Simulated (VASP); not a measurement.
# Te (R-3m) in VASP: notebook

The runs below take Te through relaxation of cell and atoms, single point, with PBE.

Everything below comes from runs of VASP 6.6.1. Logs are shortened: lines on timing, memory, paths and dates and some standing lists are left out, and cuts for length are marked.

## 1. The cell of the first run

The typed cell holds 2 atoms: a = 5.018 Å, b = 5.018 Å, c = 5.018 Å, α = 33.52°, β = 33.52°, γ = 33.52°.

This isn't the form of Te at room conditions, which is trigonal, of chains.

## 2. Relaxation of cell and atoms, PBE, target pressure 87 GPa, at which the enthalpy is minimised

Contents of INCAR:

```
  ALGO = Normal
  EDIFF = 1E-6
  EDIFFG = -0.005
  ENCUT = 600
  GGA = PE
  IBRION = 2
  ISIF = 3
  ISMEAR = -1
  LASPH = T
  LCHARG = F
  LREAL = F
  LWAVE = F
  NELM = 100
  NSW = 32
  PREC = Accurate
  PSTRESS = 870.0
  SIGMA = 0.08
```

Contents of KPOINTS:

```
k-points
0
Gamma
  13 13 13
```

Contents of POSCAR:

```
Te
1.0
    1.4469584649     -0.8354018592      4.7315687071
    0.0000000000      1.6708037184      4.7315687071
   -1.4469584649     -0.8354018592      4.7315687071
Te
2
Direct
    0.2500000471      0.2500000471      0.2500000471
   -0.2500000471     -0.2500000471     -0.2500000471
```

Potentials or basis: VASP PAW PBE potentials, release 64 (Te).

Started as:

```bash
$ cat potpaw_PBE.64/Te/POTCAR > POTCAR
$ mpirun -np 1 vasp_std > vasp.out
```

OUTCAR:

```text
EDIFF = 1E-6
   EDIFFG = -0.005
   ENCUT = 600
   GGA = PE
   IBRION = 2
   ISIF = 3
   ISMEAR = -1
   LASPH = T
   LREAL = F
   NELM = 100
   NSW = 32
   PREC = Accurate
   PSTRESS = 870.0

 ion  position               nearest neighbor table
   1  0.250  0.250  0.250-   2 2.90   2 2.90   2 2.90   2 2.90   2 2.90   2 2.90
   2  0.750  0.750  0.750-   1 2.90   1 2.90   1 2.90   1 2.90   1 2.90   1 2.90

  LATTYP: Found a trigonal (rhomboedric) cell.
 ALAT       =     5.0179007060
 COS(alpha) =     0.8336977984

  Lattice vectors:

 A1 = (   1.4469584649,  -0.8354018592,   4.7315687071)
 A2 = (   0.0000000000,   1.6708037184,   4.7315687071)
 A3 = (  -1.4469584649,  -0.8354018592,   4.7315687071)

Analysis of symmetry for initial positions (statically):
=====================================================================
 Subroutine PRICEL returns following result:

  LATTYP: Found a trigonal (rhomboedric) cell.
 ALAT       =     2.8962953923
 COS(alpha) =     0.5008204949

  Lattice vectors:

 A1 = (   0.0000000000,   1.6708037184,  -2.3657856907)
 A2 = (   1.4469584649,  -0.8354018592,  -2.3657830164)
 A3 = (  -1.4469584649,  -0.8354018592,  -2.3657856907)

   2 primitive cells build up your supercell.

 Routine SETGRP: Setting up the symmetry group for a
 trigonal (rhombohedral) supercell.

 Subroutine GETGRP returns: Found 12 space group operations
 (whereof 12 operations were pure point group operations)
 out of a pool of 12 trial point group operations.

The static configuration has the point symmetry D_3d.

Analysis of symmetry for dynamics (positions and initial velocities):
=====================================================================
 Subroutine PRICEL returns following result:

  LATTYP: Found a trigonal (rhomboedric) cell.
 ALAT       =     2.8962953923
 COS(alpha) =     0.5008204949

  Lattice vectors:

 A1 = (   0.0000000000,   1.6708037184,  -2.3657856907)
 A2 = (   1.4469584649,  -0.8354018592,  -2.3657830164)
 A3 = (  -1.4469584649,  -0.8354018592,  -2.3657856907)

   2 primitive cells build up your supercell.

 Routine SETGRP: Setting up the symmetry group for a
 trigonal (rhombohedral) supercell.

 Subroutine GETGRP returns: Found 12 space group operations
 (whereof 12 operations were pure point group operations)
 out of a pool of 12 trial point group operations.

The dynamic configuration has the point symmetry D_3d.

 Subroutine INISYM returns: Found 12 space group operations
 (whereof 12 operations are pure point group operations),
 and found     2 'primitive' translations

----------------------------------------------------------------------------------------

                                     Primitive cell

  volume of cell :      17.1584

  direct lattice vectors                    reciprocal lattice vectors
     0.000000000  1.670803718 -2.365785691     0.000000130  0.399009491 -0.140897572
     1.446958465 -0.835401859 -2.365783016     0.345552551 -0.199504858 -0.140897572
    -1.446958465 -0.835401859 -2.365785691    -0.345552290 -0.199504858 -0.140897572

  length of vectors
     2.896295392  2.896293208  2.896295392     0.423155645  0.423155857  0.423155645

  position of ions in fractional coordinates (direct lattice)
     0.500000000  0.500000000  0.500000000

  ion indices of the primitive-cell ions
   primitive index   ion index
                 1           1

----------------------------------------------------------------------------------------

 KPOINTS: k-points

Automatic generation of k-mesh.
 Grid dimensions read from file:
 generate k-points for:   13   13   13

 Generating k-lattice:

  Cartesian coordinates                     Fractional coordinates (reciprocal lattice)
     0.026580955 -0.015346522  0.005419138     0.076923077  0.000000000  0.000000000
     0.000000000  0.030693044  0.005419138     0.000000000  0.076923077  0.000000000
    -0.026580955 -0.015346522  0.005419138     0.000000000  0.000000000  0.076923077

  Length of vectors
     0.031167772  0.031167772  0.031167772

  Shift w.r.t. Gamma in fractional coordinates (k-lattice)
     0.000000000  0.000000000  0.000000000

 Subroutine IBZKPT returns following result:
 ===========================================

 Found    231 irreducible k-points:

 Following reciprocal coordinates:
            Coordinates               Weight
  0.000000  0.000000  0.000000      1.000000
  0.076923  0.000000 -0.000000      6.000000
  0.153846  0.000000 -0.000000      6.000000
  0.230769  0.000000 -0.000000      6.000000
  0.307692  0.000000 -0.000000      6.000000
  0.384615  0.000000 -0.000000      6.000000
[... 16 lines left out ...]
  0.384615  0.153846 -0.000000     12.000000
  0.461538  0.153846 -0.000000     12.000000
 [... further k-points ...]
   k-points           NKPTS =    231   k-points in BZ     NKDIM =    231   number of bands    NBANDS=     10
   number of dos      NEDOS =    301   number of ions     NIONS =      2
   total plane-waves  NPLWV =  64000
   dimension x,y,z NGX =    40 NGY =   40 NGZ =   40
   dimension x,y,z NGXF=    80 NGYF=   80 NGZF=   80
   ions per type =               2
   NGX,Y,Z   is equivalent  to a cutoff of  13.25, 13.25, 13.25 a.u.
   NGXF,Y,Z  is equivalent  to a cutoff of  26.50, 26.50, 26.50 a.u.
 SYSTEM =  unknown system
   PREC   = accura    normal or accurate (medium, high low for compatibility)
   ISTART =      0    job   : 0-new  1-cont  2-samecut
   ICHARG =      2    charge: 1-file 2-atom 10-const
   ISPIN  =      1    spin polarized calculation?
   LNONCOLLINEAR =      F non collinear calculations
   LSORBIT =      F    spin-orbit coupling
   LASPH  =      T    aspherical Exc in radial PAW
   ENCUT  =  600.0 eV  44.10 Ry    6.64 a.u.  10.02 10.02 10.02*2*pi/ulx,y,z
   NELM   =    100;   NELMIN=  2; NELMDL= -5     # of ELM steps
   EDIFF  = 0.1E-05   stopping-criterion for ELM
   LREAL  =      F    real-space projection
   EDIFFG = -.5E-02   stopping-criterion for IOM
   NSW    =     32    number of steps for IOM
   IBRION =      2    ionic relax: 0-MD 1-quasi-New 2-CG
   NFREE  =      1    steps in history (QN), initial steepest desc. (CG)
   ISIF   =      3    stress and relaxation
   ISYM   =      2    0-nonsym 1-usesym 2-fastsym
   POTIM  = 0.5000    time-step for ionic-motion
   TEBEG  =    0.0;   TEEND  =   0.0 temperature during run
   PSTRESS=  870.0 pullay stress
   NELECT =      12.0000    total number of electrons
   NUPDOWN=      -1.0000    fix difference up-down
   EMIN   =  10.00;   EMAX   =-10.00  energy-range for DOS
   EFERMI =   0.00;   METHOD = LEGACY
   ISMEAR =    -1;   SIGMA  =   0.08  broadening in eV -4-tet -1-fermi 0-gaus
   EFERMI_NEDOS =   21; number of points for ismear=-14 and -15
   IALGO  =     38    algorithm
   IMIX   =      4    mixing-type and parameters
     AMIX     =   0.40;   BMIX     =  1.00
     AMIX_MAG =   1.60;   BMIX_MAG =  1.00
  volume/ion in A,a.u.               =      17.16       115.79
  Fermi-wavevector in a.u.,A,eV,Ry     =   1.153363  2.179540 18.099093  1.330246
  Thomas-Fermi vector in A             =   2.290007
   LORBIT       =      0    0 simple, 1 ext, 2 COOP (PROOUT), +10 PAW based schemes
   GGA     = PE    functional components
   LHFCALC =     F    Hartree Fock is set to
   AEXX    =    0.0000 exact exchange contribution
   IVDW    =     0    specifies the selected vdW correction
   LEPSILON=     F    determine dielectric tensor
   LRPA    =     F    only Hartree local field effects (RPA)
 conjugate gradient relaxation of ions
 non-spin polarized calculation
  energy-cutoff  :      600.00
  volume of cell :       34.32
 maximum number of plane-waves:      1162
   NGX = 19   NGY = 19   NGZ = 19

--------------------------------------- Ionic step        1  -------------------------------------------

 number of electron      11.9999999 magnetization

 Free energy of the ion-electron system (eV)
  ---------------------------------------------------
  ext. energy  EPLUGINS =         0.00000000
  ---------------------------------------------------
  free energy    TOTEN  =        -1.72857108 eV

  energy without entropy =       -1.71169948  energy(sigma->0) =       -1.72013528

------------------------ aborting loop because EDIFF is reached ----------------------------------------

  FORCE on cell =-STRESS in cart. coord.  units (eV):
  Direction    XX          YY          ZZ          XY          YZ          ZX
  --------------------------------------------------------------------------------------
  -------------------------------------------------------------------------------------
  Total       18.6984870     18.6984870     18.6981077      0.0000000      0.0000000      0.0000000
  in kB      872.9897514    872.9897514    872.9720413      0.0000000      0.0000000      0.0000000
  external PRESSURE =       2.9838480 kB  Pullay stress =     870.0000000 kB
[... 61 lines left out ...]
  enthalpy is  TOTEN    =        16.9064714227 eV   P V=       18.7207640021

--------------------------------------- Ionic step        3  -------------------------------------------

 number of electron      11.9999999 magnetization

 Free energy of the ion-electron system (eV)
  ---------------------------------------------------
  ext. energy  EPLUGINS =         0.00000000
  ---------------------------------------------------
  free energy    TOTEN  =        -1.74237191 eV

  energy without entropy =       -1.72549661  energy(sigma->0) =       -1.73393426

 E-fermi :  16.5284     XC(G=0): -12.4750

 val. band max:       16.5197976385   @ k =  -0.3077   0.0769   0.0769
 cond. band min:      16.5349330814   @ k =  -0.3077   0.4615   0.3077
 fundamental gap:      0.0151354429
 Fermi energy:        16.5284378861

 k-point     1 :       0.0000    0.0000    0.0000
  band No.  band energies     occupation
      1      -2.6648      2.00000
      2       3.4536      2.00000
      3       5.9317      2.00000
      4      20.2701      0.00000
      5      20.2701      0.00000
      6      23.0423      0.00000
      7      23.0840      0.00000
      8      23.0840      0.00000
      9      25.2527      0.00000
     10      25.7503      0.00000
[... 287 lines left out ...]
 k-point    24 :       0.4615    0.1538   -0.0000
  band No.  band energies     occupation
      1       1.8060      2.00000
      2       5.3639      2.00000
      3       8.4265      2.00000
      4      11.9074      2.00000
      5      12.5769      2.00000
      6      13.4202      2.00000
      7      14.5102      2.00000
      8      17.1010      0.00156
      9      24.8955      0.00000
     10      24.9802      0.00000

 [... further k-points ...]
[... 5 lines left out ...]
  --------------------------------------------------------------------------------------
  -------------------------------------------------------------------------------------
  Total       18.6518301     18.6518301     18.6517879      0.0000000     -0.0000000      0.0000000
  in kB      870.1680293    870.1680293    870.1660638      0.0000000     -0.0000000      0.0000000
  external PRESSURE =       0.1673741 kB  Pullay stress =     870.0000000 kB
[... 17 lines left out ...]
  FREE ENERGIE OF THE ION-ELECTRON SYSTEM (eV)
  ---------------------------------------------------
  free  energy   TOTEN  =        -1.7423719147 eV

  energy  without entropy=       -1.7254966107  energy(sigma->0) =       -1.73393426

  enthalpy is  TOTEN    =        16.9058564707 eV   P V=       18.6482283853

 reached required accuracy - stopping structural energy minimisation
```

It took 2.7 min on 1 thread of AMD EPYC 9R45 (Zen 5), shared host; peak memory 0.28 GiB.

Results:

| Item | Value |
| --- | --- |
| Free energy | -1.7424 eV |
| Relaxed volume | 17.17 Å³/atom |
| Relaxed cell | a = 5.019 Å, b = 5.019 Å, c = 5.019 Å, α = 33.52°, β = 33.52°, γ = 33.52° |
| Space group after relaxing (to 0.1 Å) | Fm-3m (No. 225) |
| Energy change on relaxing (the run minimises the enthalpy) | -6.9 meV/atom |
| Ionic steps | 3 |
| Pressure after relaxing | 87.0 GPa |
| Band gap on the k mesh | zero (bands 6 and 7 overlap by 10.64 eV) |

Step by step:
| step | energy change (eV) | largest force (eV/Å) | pressure (GPa) | volume (Å³) |
| --- | --- | --- | --- | --- |
| 1 | 0.0000 | 0.0000 | 87.30 | 34.32 |
| 2 | -0.0857 | 0.0000 | 85.56 | 34.48 |
| 3 | -0.0138 | 0.0000 | 87.02 | 34.34 |

Final structure:
```
CELL_PARAMETERS angstrom
1.44732 -0.83561 4.73273
0.00000 1.67122 4.73273
-1.44732 -0.83561 4.73273
ATOMIC_POSITIONS crystal
Te 0.25000 0.25000 0.25000
Te 0.75000 0.75000 0.75000
```

Caveat: the cell is relaxed towards a set pressure, so the run minimises the enthalpy, not the energy; spin-orbit coupling is left out, which moves the levels of the heavy elements.

## 3. Single point, PBE

Contents of INCAR:

```
ALGO = Normal ; EDIFF = 1E-6
ENCUT = 520 ; GGA = PE
ISIF = 2 ; ISMEAR = -1
LASPH = T ; LCHARG = F
LREAL = F ; LWAVE = F
NBANDS = 13 ; NELM = 100
PREC = Accurate ; SIGMA = 0.08
```

KPOINTS is that of step 2.

Contents of POSCAR:

```
Te
1.0
    1.4469584647     -0.8354018591      4.7315687077
    0.0000000000      1.6708037182      4.7315687077
   -1.4469584647     -0.8354018591      4.7315687077
Te
2
Direct
    0.2500000471      0.2500000471      0.2500000471
   -0.2500000471     -0.2500000471     -0.2500000471
```

Potentials or basis: VASP PAW PBE potentials, release 64 (Te).

Started as:

```bash
$ cat potpaw_PBE.64/Te/POTCAR > POTCAR
$ mpirun -np 1 vasp_std > vasp.out
```

Run time: 89 s. Hardware: 1 thread of Intel Xeon 6975P-C (Granite Rapids), shared host; peak memory 0.29 GiB.

Results (log left out):

| Item | Value |
| --- | --- |
| Free energy | -1.7283 eV |
| Pressure | 87.3 GPa |
| Band gap on the k mesh | zero (bands 6 and 7 overlap by 10.65 eV) |

Levels at points of the mesh, in eV from the Fermi level:
```tsv
k point	band 2	band 3	band 4	band 5	band 6	band 7	band 8	band 9	band 10	band 11
(0.00, 0.00, 0.00)	-13.08	-10.60	3.75	3.75	6.52	6.56	6.56	8.72	9.22	9.36
```

Caveat: the cell stands under pressure; spin-orbit coupling is left out, which moves the levels of the heavy elements.

## 4. Single point, PBE

Contents of INCAR:

```
  ALGO = Normal
  EDIFF = 1E-6
  ENCUT = 520
  GGA = PE
  ISIF = 2
  ISMEAR = -1
  LASPH = True
  LCHARG = False
  LREAL = False
  LWAVE = False
  NBANDS = 13
  NELM = 60
  PREC = Accurate
  SIGMA = 0.08
```

KPOINTS is that of step 3.

Contents of POSCAR:

```
Te
1.0
    1.4469584647     -0.8354018591      4.7315687077
    0.0000000000      1.6708037182      4.7315687077
   -1.4469584647     -0.8354018591      4.7315687077
Te
2
Direct
    0.2500000000      0.2500000000      0.2500000000
   -0.2500000000     -0.2500000000     -0.2500000000
```

Started as:

```bash
$ cat potpaw_PBE.64/Te/POTCAR > POTCAR
$ mpirun -np 1 vasp_std > vasp.out
```

Wall time 86 s (1 thread of Intel Xeon 6975P-C (Granite Rapids), shared host); peak memory 0.29 GiB.

Results (log left out):

```yaml
Free_energy: -1.7283 eV
Pressure: 87.3 GPa
Band_gap_on_the_k_mesh: zero (bands 6 and 7 overlap by 10.65 eV)
```

Levels at points of the mesh, in eV from the Fermi level:
```
           k point  band 3  band 4  band 5  band 6  band 7  band 8  band 9  band 10
(0.00, 0.00, 0.00)  -10.60    3.75    3.75    6.52    6.56    6.56    8.72     9.22
```

Caveat: the cell stands under pressure; spin-orbit coupling is left out, which moves the levels of the heavy elements.
